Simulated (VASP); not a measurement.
# Ba (Im-3m) in VASP: notebook

Runs on Ba. Level: r2SCAN+D3(BJ). Tasks: single point.

Program: VASP 6.6.1. These are calculated values, not measurements. Logs are shortened: lines on timing, memory, paths and dates and some standing lists are left out, and cuts for length are marked.

## Step 1: The cell of the first run

Symmetry: Im-3m, No. 229, cubic system. Conventional cell: a = 5.026 Å, b = 5.026 Å, c = 5.026 Å, α = 90.00°, β = 90.00°, γ = 90.00°. Within 5.7 Å of Ba (site symmetry m-3m) lie 14 Ba at 4.35 to 5.03 Å.

## Step 2: Single point, r2SCAN+D3(BJ)

Contents of POSCAR:

```
Ba
1.0
    2.5129545187      2.5129545187      2.5129545187
   -2.5129545187      2.5129545187      2.5129545187
   -2.5129545187     -2.5129545187      2.5129545187
Ba
1
Direct
    0.0000000000      0.0000000000      0.0000000000
```

Contents of INCAR.step1:

```
SYSTEM = Ba
ALGO     = Normal         ! electronic algorithm
EDIFF    = 1E-5           ! SCF threshold, eV
ENCUT    = 550            ! plane-wave cutoff, eV
GGA      = PE             ! functional
GGA_COMPAT= .False.      
ISMEAR   = -1             ! smearing method
LASPH    = .True.         ! aspherical terms in the spheres
LCHARG   = .False.        ! write CHGCAR
LREAL    = .False.        ! projectors in reciprocal space
LWAVE    = .True.         ! write WAVECAR
NBANDS   = 11             ! bands
NELM     = 120            ! most SCF steps
PREC     = Accurate       ! precision mode
SIGMA    = 0.05           ! smearing width, eV
```

Contents of INCAR.step2:

```
SYSTEM = Ba
ALGO     = Normal         ! electronic algorithm
EDIFF    = 1E-6           ! SCF threshold, eV
ENCUT    = 550            ! plane-wave cutoff, eV
GGA_COMPAT= .False.      
ISIF     = 2              ! what is computed and relaxed
ISMEAR   = -1             ! smearing method
ISTART   = 1            
IVDW     = 12             ! dispersion correction
LASPH    = .True.         ! aspherical terms in the spheres
LCHARG   = .False.        ! write CHGCAR
LMIXTAU  = .True.       
LREAL    = .False.        ! projectors in reciprocal space
LWAVE    = .False.        ! write WAVECAR
METAGGA  = R2SCAN         ! meta-GGA
NBANDS   = 11             ! bands
NELM     = 120            ! most SCF steps
PREC     = Accurate       ! precision mode
SIGMA    = 0.05           ! smearing width, eV
VDW_A1   = 0.49484001   
VDW_A2   = 5.73083694   
VDW_S6   = 1.0          
VDW_S8   = 0.78981345
```

Contents of KPOINTS:

```
k-points
0
Gamma
  7 7 7
  0 0 0
```

Potentials or basis: VASP PAW PBE potentials, release 64 (Ba_sv).

On the command line:

```console
$ cat potpaw_PBE.64/Ba_sv/POTCAR > POTCAR
$ cp INCAR.step1 INCAR
$ mpirun -np 1 vasp_std > vasp.out
$ cp INCAR.step2 INCAR
$ mpirun -np 1 vasp_std > vasp.out
```

OUTCAR:

```text
SYSTEM = Ba
   EDIFF = 1E-6
   ENCUT = 550
   ISIF = 2
   ISMEAR = -1
   ISTART = 1
   IVDW = 12
   LASPH = .True.
   LREAL = .False.
   METAGGA = R2SCAN
   NELM = 120
   PREC = Accurate
 IVDW          = 12

 ion  position               nearest neighbor table
   1  0.000  0.000  0.000-

  LATTYP: Found a body centered cubic cell.
 ALAT       =     5.0259090374

  Lattice vectors:

 A1 = (   2.5129545187,  -2.5129545187,  -2.5129545187)
 A2 = (   2.5129545187,   2.5129545187,   2.5129545187)
 A3 = (  -2.5129545187,  -2.5129545187,   2.5129545187)

Analysis of symmetry for initial positions (statically):
=====================================================================
 Subroutine PRICEL returns:
 Original cell was already a primitive cell.

 Routine SETGRP: Setting up the symmetry group for a
 body centered cubic supercell.

 Subroutine GETGRP returns: Found 48 space group operations
 (whereof 48 operations were pure point group operations)
 out of a pool of 48 trial point group operations.

The static configuration has the point symmetry O_h .

Analysis of symmetry for dynamics (positions and initial velocities):
=====================================================================
 Subroutine PRICEL returns:
 Original cell was already a primitive cell.

 Routine SETGRP: Setting up the symmetry group for a
 body centered cubic supercell.

 Subroutine GETGRP returns: Found 48 space group operations
 (whereof 48 operations were pure point group operations)
 out of a pool of 48 trial point group operations.

The dynamic configuration has the point symmetry O_h .

 Subroutine INISYM returns: Found 48 space group operations
 (whereof 48 operations are pure point group operations),
 and found     1 'primitive' translations

----------------------------------------------------------------------------------------

                                     Primitive cell

  volume of cell :      63.4766

  direct lattice vectors                    reciprocal lattice vectors
     2.512954519  2.512954519  2.512954519     0.198968981  0.000000000  0.198968981
    -2.512954519  2.512954519  2.512954519    -0.198968981  0.198968981  0.000000000
    -2.512954519 -2.512954519  2.512954519     0.000000000 -0.198968981  0.198968981

  length of vectors
     4.352564903  4.352564903  4.352564903     0.281384631  0.281384631  0.281384631

  position of ions in fractional coordinates (direct lattice)
     0.000000000  0.000000000  0.000000000

  ion indices of the primitive-cell ions
   primitive index   ion index
                 1           1

----------------------------------------------------------------------------------------

 KPOINTS: k-points

Automatic generation of k-mesh.
 Grid dimensions read from file:
 generate k-points for:    7    7    7

 Generating k-lattice:

  Cartesian coordinates                     Fractional coordinates (reciprocal lattice)
     0.028424140  0.000000000  0.028424140     0.142857143  0.000000000  0.000000000
    -0.028424140  0.028424140  0.000000000     0.000000000  0.142857143  0.000000000
     0.000000000 -0.028424140  0.028424140     0.000000000  0.000000000  0.142857143

  Length of vectors
     0.040197804  0.040197804  0.040197804

  Shift w.r.t. Gamma in fractional coordinates (k-lattice)
     0.000000000  0.000000000  0.000000000

 Subroutine IBZKPT returns following result:
 ===========================================

 Found     20 irreducible k-points:

 Following reciprocal coordinates:
            Coordinates               Weight
  0.000000  0.000000  0.000000      1.000000
  0.142857  0.000000  0.000000     12.000000
  0.285714  0.000000  0.000000     12.000000
  0.428571  0.000000  0.000000     12.000000
  0.285714  0.142857  0.000000     24.000000
  0.428571  0.142857  0.000000     48.000000
[... 12 lines left out ...]
 -0.428571  0.428571  0.285714      8.000000
  0.428571  0.428571  0.428571      6.000000
   k-points           NKPTS =     20   k-points in BZ     NKDIM =     20   number of bands    NBANDS=     11
   number of dos      NEDOS =    301   number of ions     NIONS =      1
   total plane-waves  NPLWV =  46656
   dimension x,y,z NGX =    36 NGY =   36 NGZ =   36
   dimension x,y,z NGXF=    72 NGYF=   72 NGZF=   72
   ions per type =               1
   NGX,Y,Z   is equivalent  to a cutoff of  13.75, 13.75, 13.75 a.u.
   NGXF,Y,Z  is equivalent  to a cutoff of  27.50, 27.50, 27.50 a.u.
 SYSTEM =  Ba
   PREC   = accura    normal or accurate (medium, high low for compatibility)
   ISTART =      1    job   : 0-new  1-cont  2-samecut
   ICHARG =      0    charge: 1-file 2-atom 10-const
   ISPIN  =      1    spin polarized calculation?
   LNONCOLLINEAR =      F non collinear calculations
   LSORBIT =      F    spin-orbit coupling
   LASPH  =      T    aspherical Exc in radial PAW
   ENCUT  =  550.0 eV  40.42 Ry    6.36 a.u.   8.32  8.32  8.32*2*pi/ulx,y,z
   NELM   =    120;   NELMIN=  2; NELMDL=  0     # of ELM steps
   EDIFF  = 0.1E-05   stopping-criterion for ELM
   LREAL  =      F    real-space projection
   EDIFFG = 0.1E-04   stopping-criterion for IOM
   NSW    =      0    number of steps for IOM
   IBRION =     -1    ionic relax: 0-MD 1-quasi-New 2-CG
   NFREE  =      0    steps in history (QN), initial steepest desc. (CG)
   ISIF   =      2    stress and relaxation
   ISYM   =      2    0-nonsym 1-usesym 2-fastsym
   POTIM  = 0.5000    time-step for ionic-motion
   TEBEG  =    0.0;   TEEND  =   0.0 temperature during run
   PSTRESS=    0.0 pullay stress
   NELECT =      10.0000    total number of electrons
   NUPDOWN=      -1.0000    fix difference up-down
   EMIN   =  10.00;   EMAX   =-10.00  energy-range for DOS
   EFERMI =   0.00;   METHOD = LEGACY
   ISMEAR =    -1;   SIGMA  =   0.05  broadening in eV -4-tet -1-fermi 0-gaus
   EFERMI_NEDOS =   21; number of points for ismear=-14 and -15
   IALGO  =     38    algorithm
   IMIX   =      4    mixing-type and parameters
     AMIX     =   0.40;   BMIX     =  1.00
     AMIX_MAG =   1.60;   BMIX_MAG =  1.00
  volume/ion in A,a.u.               =      63.48       428.36
  Fermi-wavevector in a.u.,A,eV,Ry     =   0.884172  1.670843 10.636498  0.781761
  Thomas-Fermi vector in A             =   2.005037
   LORBIT       =      0    0 simple, 1 ext, 2 COOP (PROOUT), +10 PAW based schemes
   METAGGA = R2SCAN    functional components
   LHFCALC =     F    Hartree Fock is set to
   AEXX    =    0.0000 exact exchange contribution
   IVDW    =    12    specifies the selected vdW correction
   LEPSILON=     F    determine dielectric tensor
   LRPA    =     F    only Hartree local field effects (RPA)
 non-spin polarized calculation
  energy-cutoff  :      550.00
  volume of cell :       63.48
 maximum number of plane-waves:      1886
 NGX is ok and might be reduce to    36
   NGX = 17   NGY = 17   NGZ = 17

 number of electron      10.0000001 magnetization

 Free energy of the ion-electron system (eV)
  ---------------------------------------------------
  ext. energy  EPLUGINS =         0.00000000
  ---------------------------------------------------
  free energy    TOTEN  =       -26.43013704 eV

  energy without entropy =      -26.41416152  energy(sigma->0) =      -26.42214928

 E-fermi :   1.6549     XC(G=0):  -7.8039

 val. band max:        1.6408400072   @ k =  -0.4286   0.2857   0.0000
 cond. band min:       1.6565933460   @ k =   0.4286   0.2857   0.2857
 fundamental gap:      0.0157533388
 Fermi energy:         1.6548781348

 k-point     1 :       0.0000    0.0000    0.0000
  band No.  band energies     occupation
      1     -28.2235      2.00000
      2     -12.7594      2.00000
      3     -12.7594      2.00000
      4     -12.7594      2.00000
      5      -1.1781      2.00000
      6       3.8313      0.00000
      7       3.8313      0.00000
      8       3.8313      0.00000
      9       5.1748      0.00000
     10       5.1748      0.00000
     11       8.9712      0.00000

 k-point     2 :       0.1429    0.0000    0.0000
  band No.  band energies     occupation
      1     -28.2150      2.00000
      2     -12.8524      2.00000
      3     -12.7871      2.00000
      4     -12.7603      2.00000
      5      -0.7917      2.00000
      6       3.5173      0.00000
      7       3.5578      0.00000
      8       4.2245      0.00000
      9       4.8513      0.00000
     10       5.1582      0.00000
     11       9.3659      0.00000

 k-point     3 :       0.2857    0.0000    0.0000
  band No.  band energies     occupation
      1     -28.1959      2.00000
      2     -13.0517      2.00000
      3     -12.8484      2.00000
      4     -12.7625      2.00000
      5       0.1286      2.00000
      6       2.8353      0.00000
      7       2.9747      0.00000
      8       5.0525      0.00000
      9       5.2919      0.00000
     10       5.3392      0.00000
     11       9.0357      0.00000

 k-point     4 :       0.4286    0.0000    0.0000
  band No.  band energies     occupation
      1     -28.1804      2.00000
      2     -13.2027      2.00000
      3     -12.8965      2.00000
      4     -12.7643      2.00000
      5       0.7736      2.00000
      6       2.6323      0.00000
      7       2.7919      0.00000
      8       5.2451      0.00000
      9       5.6777      0.00000
     10       6.8433      0.00000
     11       7.8174      0.00000
[... 183 lines left out ...]
 k-point    18 :       0.4286    0.2857    0.2857
  band No.  band energies     occupation
      1     -28.1601      2.00000
      2     -13.1181      2.00000
      3     -13.0007      2.00000
      4     -12.9592      2.00000
      5       1.4359      1.97525
      6       1.6566      0.98285
      7       4.0608      0.00000
      8       4.0775      0.00000
      9       5.9374      0.00000
     10       6.4813      0.00000
     11       8.7187      0.00000

 k-point    19 :      -0.4286    0.4286    0.2857
  band No.  band energies     occupation
      1     -28.1543      2.00000
      2     -13.0846      2.00000
      3     -13.0846      2.00000
      4     -12.9692      2.00000
      5       1.4361      1.97517
      6       1.4361      1.97517
      7       3.7974      0.00000
      8       5.5521      0.00000
      9       5.5521      0.00000
     10       7.6163      0.00000
     11       7.9210      0.00000

 k-point    20 :       0.4286    0.4286    0.4286
  band No.  band energies     occupation
      1     -28.1489      2.00000
      2     -13.0749      2.00000
      3     -13.0567      2.00000
      4     -13.0567      2.00000
      5       1.2068      1.99974
      6       1.2091      1.99973
      7       5.4044      0.00000
      8       5.4044      0.00000
      9       5.8879      0.00000
     10       6.4966      0.00000
     11       7.9334      0.00000

------------------------ aborting loop because EDIFF is reached ----------------------------------------

 Edisp (eV)   -0.09427

 E8    (eV) :    -0.0458

  FORCE on cell =-STRESS in cart. coord.  units (eV):
  Direction    XX          YY          ZZ          XY          YZ          ZX
  --------------------------------------------------------------------------------------
  -------------------------------------------------------------------------------------
  Total       0.02304     0.02304     0.02304    -0.00000    -0.00000    -0.00000
  in kB       0.58153     0.58153     0.58153    -0.00000    -0.00000    -0.00000
  external pressure =        0.58 kB  Pullay stress =        0.00 kB

 VOLUME and BASIS-vectors are now :
 -----------------------------------------------------------------------------
  energy-cutoff  :      550.00
  volume of cell :       63.48
      direct lattice vectors                 reciprocal lattice vectors
     2.512954519  2.512954519  2.512954519     0.198968981  0.000000000  0.198968981
    -2.512954519  2.512954519  2.512954519    -0.198968981  0.198968981  0.000000000
    -2.512954519 -2.512954519  2.512954519     0.000000000 -0.198968981  0.198968981

 POSITION                                       TOTAL-FORCE (eV/Angst)
 -----------------------------------------------------------------------------------
      0.00000      0.00000      0.00000        -0.000000      0.000000      0.000000
 -----------------------------------------------------------------------------------
    total drift:                                0.000000      0.000000      0.000000

  FREE ENERGIE OF THE ION-ELECTRON SYSTEM (eV)
  ---------------------------------------------------
  free  energy   TOTEN  =       -26.5244050923 eV

  energy  without entropy=      -26.5084295691  energy(sigma->0) =      -26.51641733
```

Run time: 70 s. Hardware: 1 thread of Intel Xeon 8259CL, shared host; peak memory 0.22 GiB.

What came out:

```
Free energy                : -26.5244 eV
Pressure                   : 0.1 GPa
Band gap on the k mesh     : zero (bands 5 and 6 overlap by 0.85 eV)
Dispersion energy per atom : -0.094 eV
```

Caveat: the PAW data sets were made with another functional, which shifts forces and pressure a little; spin-orbit coupling is left out, which moves the levels of the heavy elements.

(Continued in part 2 of 2.)
